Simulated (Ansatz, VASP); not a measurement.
# One calculation of Pb, two programs

Contents of INCAR:

```
SYSTEM = Pb
PREC = Accurate
ENCUT = 520
EDIFF = 1E-7
ISMEAR = -1
SIGMA = 0.1
LREAL = .FALSE.
LASPH = .TRUE.
NELM = 100
ALGO = Normal
ISIF = 2
LWAVE = .FALSE.
LCHARG = .FALSE.
GGA = PS
NBANDS = 28
```

KPOINTS

```
regular mesh
0
G
  8 8 11
  0 0 0
```

POSCAR

```
Pb
1.0
    5.3296972742      0.0000000000      0.0000000000
   -2.6648486371      4.6156532340      0.0000000000
    0.0000000000      0.0000000000      3.2377435136
Pb
3
Direct
    1.0000000000      1.0000000000      0.0000000000
    0.3333333333      0.6666666667      0.5000000000
    0.6666666667      0.3333333333      0.5000000000
```

Input for Ansatz:

```yaml
crystal:
  lattice:
    - [5.3296972742, 0.0, 0.0]
    - [-2.6648486371, 4.615653234, 0.0]
    - [0.0, 0.0, 3.2377435136]
  atoms:
    - { symbol: Pb, position: [1.0, 1.0, 0.0] }
    - { symbol: Pb, position: [0.3333333333, 0.6666666667, 0.5] }
    - { symbol: Pb, position: [0.6666666667, 0.3333333333, 0.5] }
hamiltonian:
  xc: pbesol
  pseudopotentials:
    kind: paw
    azcp:
      Pb: "pseudopotentials/Pb.paw.azcp"
basis:
  ecutwfc: 420
  fft_grid_basis: typed
kpoints:
  mp_grid: { grid: [8, 8, 11], shift: [0, 0, 0] }
magnetization:
  spin_polarized: false
scf:
  occupations: { method: fermi_dirac, width: 0.1 }
  lower_state_search: "off"
output:
  stress: true
```

Alike in both runs: task single point; functional PBEsol; k mesh 8 × 8 × 11; occupations fermi-dirac, width 0.1 eV; no spin polarisation.

|  | VASP | Ansatz |
| --- | --- | --- |
| version | VASP 6.6.1 | Ansatz 0.2.0 |
| potentials or method | VASP PAW PBE potentials, release 64 (Pb_d), cutoff 520 eV | plane waves (420 eV) with PAW, scalar-relativistic |
| valence electrons in the cell | 42 | 42 |

```tsv
	VASP	Ansatz	Ansatz less VASP
pressure (GPa)	8.3	8.3	+0.09
traceless stress, the component that is largest in VASP (GPa)	-1.49	-1.49	-0.009
```

VASP's potentials were made for PBE, not for PBEsol, and Ansatz warns of the same on its side.

Spin-orbit coupling is off throughout.
